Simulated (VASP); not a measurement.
# Rh (P6_3/mmc) in VASP: a series of runs

Runs on Rh. Level: BLYP. Tasks: single point.

Everything below comes from runs of VASP 6.6.1. Logs are shortened: lines on timing, memory, paths and dates and some standing lists are left out, and cuts for length are marked.

## Step 1: The cell of the first run

The structure is hexagonal, space group P6_3/mmc (No. 194). The conventional cell has a = 2.739 Å, b = 2.739 Å, c = 4.406 Å, α = 90.00°, β = 90.00°, γ = 120.00°. Rh (site symmetry -6m2) has 12 Rh at 2.71 to 2.74 Å within 3.6 Å.

## Step 2: Single point, BLYP (volume scaled by 0.96)

The input, INCAR:

```
SYSTEM = Rh
PREC = Accurate ; ENCUT = 520
EDIFF = 1E-6 ; ISMEAR = -1
SIGMA = 0.1 ; LREAL = .False.
LASPH = .True. ; NELM = 80
ALGO = Normal ; ISIF = 2
LWAVE = .False. ; LCHARG = .False.
GGA = B5 ; ALDAX = 1.0
AGGAX = 1.0 ; AGGAC = 1.0
ALDAC = 0.0 ; NBANDS = 22
```

The input, KPOINTS:

```
Automatic mesh
0
Gamma
  15 15 8
  0 0 0
```

The input, POSCAR:

```
Rh
1.0
    2.7394198920      0.0000000000      0.0000000000
   -1.3697099460      2.3724072181      0.0000000000
    0.0000000000      0.0000000000      4.4059262567
Rh
2
Direct
    0.3333333333      0.6666666667      0.2500000000
    0.6666666667      0.3333333333      0.7500000000
```

Potentials or basis: VASP PAW PBE potentials, release 64 (Rh_pv).

On the command line:

```
cat potpaw_PBE.64/Rh_pv/POTCAR > POTCAR
mpirun -np 1 vasp_std > vasp.out
```

OUTCAR:

```text
SYSTEM = Rh
   PREC = Accurate
   ENCUT = 520
   EDIFF = 1E-6
   ISMEAR = -1
   LREAL = .False.
   LASPH = .True.
   NELM = 80
   ISIF = 2
   GGA = B5

 ion  position               nearest neighbor table
   1  0.333  0.667  0.250-   2 2.71   2 2.71   2 2.71   2 2.71   2 2.71   2 2.71
   2  0.667  0.333  0.750-   1 2.71   1 2.71   1 2.71   1 2.71   1 2.71   1 2.71

  LATTYP: Found a hexagonal cell.
 ALAT       =     2.7394198920
 C/A-ratio  =     1.6083427990

  Lattice vectors:

 A1 = (   2.7394198920,   0.0000000000,   0.0000000000)
 A2 = (  -1.3697099460,   2.3724072181,   0.0000000000)
 A3 = (   0.0000000000,   0.0000000000,   4.4059262567)

Analysis of symmetry for initial positions (statically):
=====================================================================
 Subroutine PRICEL returns:
 Original cell was already a primitive cell.

 Routine SETGRP: Setting up the symmetry group for a
 hexagonal supercell.

 Subroutine GETGRP returns: Found 24 space group operations
 (whereof 12 operations were pure point group operations)
 out of a pool of 24 trial point group operations.

The static configuration has the point symmetry D_3d.
 The point group associated with its full space group is D_6h.

Analysis of symmetry for dynamics (positions and initial velocities):
=====================================================================
 Subroutine PRICEL returns:
 Original cell was already a primitive cell.

 Routine SETGRP: Setting up the symmetry group for a
 hexagonal supercell.

 Subroutine GETGRP returns: Found 24 space group operations
 (whereof 12 operations were pure point group operations)
 out of a pool of 24 trial point group operations.

The dynamic configuration has the point symmetry D_3d.
 The point group associated with its full space group is D_6h.

 Subroutine INISYM returns: Found 24 space group operations
 (whereof 12 operations are pure point group operations),
 and found     1 'primitive' translations

----------------------------------------------------------------------------------------

                                     Primitive cell

  volume of cell :      28.6342

  direct lattice vectors                    reciprocal lattice vectors
     2.739419892  0.000000000  0.000000000     0.365040789  0.210756398  0.000000000
    -1.369709946  2.372407218  0.000000000     0.000000000  0.421512796  0.000000000
     0.000000000  0.000000000  4.405926257     0.000000000  0.000000000  0.226967031

  length of vectors
     2.739419892  2.739419892  4.405926257     0.421512796  0.421512796  0.226967031

  position of ions in fractional coordinates (direct lattice)
     0.333333333  0.666666667  0.250000000
     0.666666667  0.333333333  0.750000000

  ion indices of the primitive-cell ions
   primitive index   ion index
                 1           1
                 2           2

----------------------------------------------------------------------------------------

 KPOINTS: Automatic mesh

Automatic generation of k-mesh.
 Grid dimensions read from file:
 generate k-points for:   15   15    8

 Generating k-lattice:

  Cartesian coordinates                     Fractional coordinates (reciprocal lattice)
     0.024336053  0.014050427  0.000000000     0.066666667  0.000000000  0.000000000
     0.000000000  0.028100853  0.000000000     0.000000000  0.066666667  0.000000000
     0.000000000  0.000000000  0.028370879     0.000000000  0.000000000  0.125000000

  Length of vectors
     0.028100853  0.028100853  0.028370879

  Shift w.r.t. Gamma in fractional coordinates (k-lattice)
     0.000000000  0.000000000  0.000000000

 Subroutine IBZKPT returns following result:
 ===========================================

 Found    135 irreducible k-points:

 Following reciprocal coordinates:
            Coordinates               Weight
  0.000000  0.000000  0.000000      1.000000
  0.066667  0.000000  0.000000      6.000000
  0.133333  0.000000  0.000000      6.000000
  0.200000  0.000000  0.000000      6.000000
  0.266667  0.000000  0.000000      6.000000
  0.333333  0.000000  0.000000      6.000000
[... 16 lines left out ...]
  0.333333  0.200000  0.000000     12.000000
  0.400000  0.200000  0.000000      6.000000
 [... further k-points ...]
   k-points           NKPTS =    135   k-points in BZ     NKDIM =    135   number of bands    NBANDS=     22
   number of dos      NEDOS =    301   number of ions     NIONS =      2
   total plane-waves  NPLWV =  14400
   dimension x,y,z NGX =    20 NGY =   20 NGZ =   36
   dimension x,y,z NGXF=    40 NGYF=   40 NGZF=   72
   ions per type =               2
   NGX,Y,Z   is equivalent  to a cutoff of  12.14, 12.14, 13.58 a.u.
   NGXF,Y,Z  is equivalent  to a cutoff of  24.27, 24.27, 27.17 a.u.
 SYSTEM =  Rh
   PREC   = accura    normal or accurate (medium, high low for compatibility)
   ISTART =      0    job   : 0-new  1-cont  2-samecut
   ICHARG =      2    charge: 1-file 2-atom 10-const
   ISPIN  =      1    spin polarized calculation?
   LNONCOLLINEAR =      F non collinear calculations
   LSORBIT =      F    spin-orbit coupling
   LASPH  =      T    aspherical Exc in radial PAW
   ENCUT  =  520.0 eV  38.22 Ry    6.18 a.u.   5.09  5.09  8.19*2*pi/ulx,y,z
   NELM   =     80;   NELMIN=  2; NELMDL= -5     # of ELM steps
   EDIFF  = 0.1E-05   stopping-criterion for ELM
   LREAL  =      F    real-space projection
   EDIFFG = 0.1E-04   stopping-criterion for IOM
   NSW    =      0    number of steps for IOM
   IBRION =     -1    ionic relax: 0-MD 1-quasi-New 2-CG
   NFREE  =      0    steps in history (QN), initial steepest desc. (CG)
   ISIF   =      2    stress and relaxation
   ISYM   =      2    0-nonsym 1-usesym 2-fastsym
   POTIM  = 0.5000    time-step for ionic-motion
   TEBEG  =    0.0;   TEEND  =   0.0 temperature during run
   PSTRESS=    0.0 pullay stress
   NELECT =      30.0000    total number of electrons
   NUPDOWN=      -1.0000    fix difference up-down
   EMIN   =  10.00;   EMAX   =-10.00  energy-range for DOS
   EFERMI =   0.00;   METHOD = LEGACY
   ISMEAR =    -1;   SIGMA  =   0.10  broadening in eV -4-tet -1-fermi 0-gaus
   EFERMI_NEDOS =   21; number of points for ismear=-14 and -15
   IALGO  =     38    algorithm
   IMIX   =      4    mixing-type and parameters
     AMIX     =   0.40;   BMIX     =  1.00
     AMIX_MAG =   1.60;   BMIX_MAG =  1.00
  volume/ion in A,a.u.               =      14.32        96.62
  Fermi-wavevector in a.u.,A,eV,Ry     =   1.662724  3.142093 37.615373  2.764652
  Thomas-Fermi vector in A             =   2.749565
   LORBIT       =      0    0 simple, 1 ext, 2 COOP (PROOUT), +10 PAW based schemes
   GGA     = B5    functional components
   LHFCALC =     F    Hartree Fock is set to
   AEXX    =    0.0000 exact exchange contribution
   IVDW    =     0    specifies the selected vdW correction
   LEPSILON=     F    determine dielectric tensor
   LRPA    =     F    only Hartree local field effects (RPA)
 non-spin polarized calculation
  energy-cutoff  :      520.00
  volume of cell :       28.63
 maximum number of plane-waves:       785
   NGX = 11   NGY = 11   NGZ = 17

 number of electron      30.0000011 magnetization

 Free energy of the ion-electron system (eV)
  ---------------------------------------------------
  ext. energy  EPLUGINS =         0.00000000
  ---------------------------------------------------
  free energy    TOTEN  =       -12.27512200 eV

  energy without entropy =      -12.15660731  energy(sigma->0) =      -12.21586466

 E-fermi :  11.7764     XC(G=0): -13.1263

 val. band max:       11.7726585327   @ k =   0.4000   0.2000   0.2500
 cond. band min:      11.7767814211   @ k =   0.4000   0.0000   0.0000
 fundamental gap:      0.0041228884
 Fermi energy:        11.7763516552

 k-point     1 :       0.0000    0.0000    0.0000
  band No.  band energies     occupation
      1     -35.0861      2.00000
      2     -34.5028      2.00000
      3     -34.5028      2.00000
      4     -34.4163      2.00000
      5     -34.4043      2.00000
      6     -34.4043      2.00000
[... 14 lines left out ...]
     21      30.2120      0.00000
     22      30.7158      0.00000

 k-point     2 :       0.0667    0.0000    0.0000
  band No.  band energies     occupation
      1     -35.0770      2.00000
      2     -34.5230      2.00000
      3     -34.5094      2.00000
      4     -34.4254      2.00000
      5     -34.4203      2.00000
      6     -34.4075      2.00000
[... 14 lines left out ...]
     21      30.3793      0.00000
     22      30.7907      0.00000

 k-point     3 :       0.1333    0.0000    0.0000
  band No.  band energies     occupation
      1     -35.0505      2.00000
      2     -34.5801      2.00000
      3     -34.5280      2.00000
      4     -34.4844      2.00000
      5     -34.4322      2.00000
      6     -34.4168      2.00000
[... 14 lines left out ...]
     21      30.4487      0.00000
     22      30.7772      0.00000

 k-point     4 :       0.2000    0.0000    0.0000
  band No.  band energies     occupation
      1     -35.0090      2.00000
      2     -34.6645      2.00000
      3     -34.5699      2.00000
      4     -34.5547      2.00000
      5     -34.4522      2.00000
      6     -34.4312      2.00000
[... 14 lines left out ...]
     21      29.6866      0.00000
     22      30.3581      0.00000

 k-point     5 :       0.2667    0.0000    0.0000
  band No.  band energies     occupation
      1     -34.9565      2.00000
      2     -34.7616      2.00000
      3     -34.6659      2.00000
      4     -34.5844      2.00000
      5     -34.4800      2.00000
      6     -34.4483      2.00000
[... 417 lines left out ...]
 k-point    22 :       0.2667    0.2000    0.0000
  band No.  band energies     occupation
      1     -34.8660      2.00000
      2     -34.8283      2.00000
      3     -34.8183      2.00000
      4     -34.6661      2.00000
      5     -34.5623      2.00000
      6     -34.5612      2.00000
[... 14 lines left out ...]
     21      22.3376      0.00000
     22      27.7968      0.00000

 k-point    23 :       0.3333    0.2000    0.0000
  band No.  band energies     occupation
      1     -34.9082      2.00000
      2     -34.8221      2.00000
      3     -34.7785      2.00000
      4     -34.7106      2.00000
      5     -34.5992      2.00000
      6     -34.5854      2.00000
[... 14 lines left out ...]
     21      23.3296      0.00000
     22      27.0849      0.00000

 k-point    24 :       0.4000    0.2000    0.0000
  band No.  band energies     occupation
      1     -34.9229      2.00000
      2     -34.8191      2.00000
      3     -34.7543      2.00000
      4     -34.7311      2.00000
      5     -34.6191      2.00000
      6     -34.5933      2.00000
[... 14 lines left out ...]
     21      24.0248      0.00000
     22      26.1092      0.00000

 [... further k-points ...]
[... 5 lines left out ...]
  --------------------------------------------------------------------------------------
  -------------------------------------------------------------------------------------
  Total        1.7899175      1.7899175      1.8260688      0.0000000     -0.0000000      0.0000000
  in kB      100.1517464    100.1517464    102.1745321      0.0000000     -0.0000000      0.0000000
  external PRESSURE =     100.8260083 kB  Pullay stress =       0.0000000 kB

 VOLUME and BASIS-vectors are now :
 -----------------------------------------------------------------------------
  energy-cutoff  :      520.00
  volume of cell :       28.63
      direct lattice vectors                 reciprocal lattice vectors
     2.739419892  0.000000000  0.000000000     0.365040789  0.210756398  0.000000000
    -1.369709946  2.372407218  0.000000000     0.000000000  0.421512796  0.000000000
     0.000000000  0.000000000  4.405926257     0.000000000  0.000000000  0.226967031

 POSITION                                       TOTAL-FORCE (eV/Angst)
 -----------------------------------------------------------------------------------
     -0.00000      1.58160      1.10148        -0.000000      0.000000      0.000000
      1.36971      0.79080      3.30444         0.000000     -0.000000      0.000000
 -----------------------------------------------------------------------------------
    total drift:                               -0.000000      0.000000     -0.000000

  FREE ENERGIE OF THE ION-ELECTRON SYSTEM (eV)
  ---------------------------------------------------
  free  energy   TOTEN  =       -12.2751220044 eV

  energy  without entropy=      -12.1566073146  energy(sigma->0) =      -12.21586466
```

Run time: 36 s. Hardware: 1 thread of Intel Xeon Platinum 8375C at 2.90GHz (Ice Lake), shared host; peak memory 0.19 GiB.

What came out:

```
Free energy            : -12.2751 eV
Pressure               : 10.1 GPa
Band gap on the k mesh : zero (band 15 reaches 12.38 eV, above the bottom of band 16 at 10.20 eV)
```

Levels at points of the mesh, in eV from the Fermi level:
```
           k point  band 11  band 12  band 13  band 14  band 15  band 16  band 17  band 18  band 19  band 20
(0.00, 0.00, 0.00)    -2.84    -2.35    -2.35    -1.84    -1.84     0.13     0.13     1.14     8.38    16.21
(0.00, 0.00, 0.50)    -2.96    -2.96    -2.92    -2.92    -0.42    -0.42    -0.42    -0.42    15.04    15.04
```

Caveat: the cell differs from its parent crystal (volume scaled by 0.96); the PAW data sets were made with another functional, which shifts forces and pressure a little.

## Step 3: Single point, BLYP

This run uses another cell than the first one, of 14.91 Å³/atom, 1.042 times its volume.

The input, INCAR:

```
PREC     = Accurate       # precision mode
ENCUT    = 520            # plane-wave cutoff, eV
EDIFF    = 1E-7           # SCF threshold, eV
ISMEAR   = -1             # smearing method
SIGMA    = 0.1            # smearing width, eV
LREAL    = F              # projectors in reciprocal space
LASPH    = T              # aspherical terms in the spheres
NELM     = 100            # most SCF steps
ALGO     = Normal         # electronic algorithm
ISIF     = 2              # what is computed and relaxed
LWAVE    = F              # write WAVECAR
LCHARG   = T              # write CHGCAR
GGA      = B5             # functional
ALDAX    = 1.0          
AGGAX    = 1.0          
AGGAC    = 1.0          
ALDAC    = 0.0          
LELF     = T              # ELF
LVHAR    = T            
NBANDS   = 22             # bands
```

The input, KPOINTS:

```
Automatic mesh
0
Gamma
  15 15 8
```

The input, POSCAR:

```
Rh
1.0
    2.7769508556      0.0000000000      0.0000000000
   -1.3884754278      2.4049099860      0.0000000000
    0.0000000000      0.0000000000      4.4662889118
Rh
2
Direct
    0.3333333333      0.6666666667      0.2500000000
    0.6666666667      0.3333333333      0.7500000000
```

Potentials or basis: VASP PAW PBE potentials, release 64 (Rh_pv).

On the command line:

```
cat potpaw_PBE.64/Rh_pv/POTCAR > POTCAR
mpirun -np 1 vasp_std > vasp.out
```

Wall time 43 s (1 thread of Intel Xeon Platinum 8375C at 2.90GHz (Ice Lake), shared host); peak memory 0.2 GiB.

It converged, with:

- Free energy: -12.3139 eV
- Pressure: 0.5 GPa
- Band gap on the k mesh: zero (band 15 reaches 11.62 eV, above the bottom of band 16 at 9.59 eV)

Stress tensor (GPa, compression positive):
```
0.54 0.00 0.00
0.00 0.54 0.00
0.00 0.00 0.39
```

Levels at points of the mesh, in eV from the Fermi level:
| k point | band 11 | band 12 | band 13 | band 14 | band 15 | band 16 | band 17 | band 18 | band 19 | band 20 |
| --- | --- | --- | --- | --- | --- | --- | --- | --- | --- | --- |
| (0.00, 0.00, 0.00) | -2.66 | -2.20 | -2.20 | -1.72 | -1.72 | 0.13 | 0.13 | 1.18 | 8.00 | 16.19 |
| (0.00, 0.00, 0.50) | -2.77 | -2.77 | -2.75 | -2.75 | -0.39 | -0.39 | -0.39 | -0.39 | 14.80 | 14.80 |

Caveat: the PAW data sets were made with another functional, which shifts forces and pressure a little.

(Part 1 of 2 ends here.)
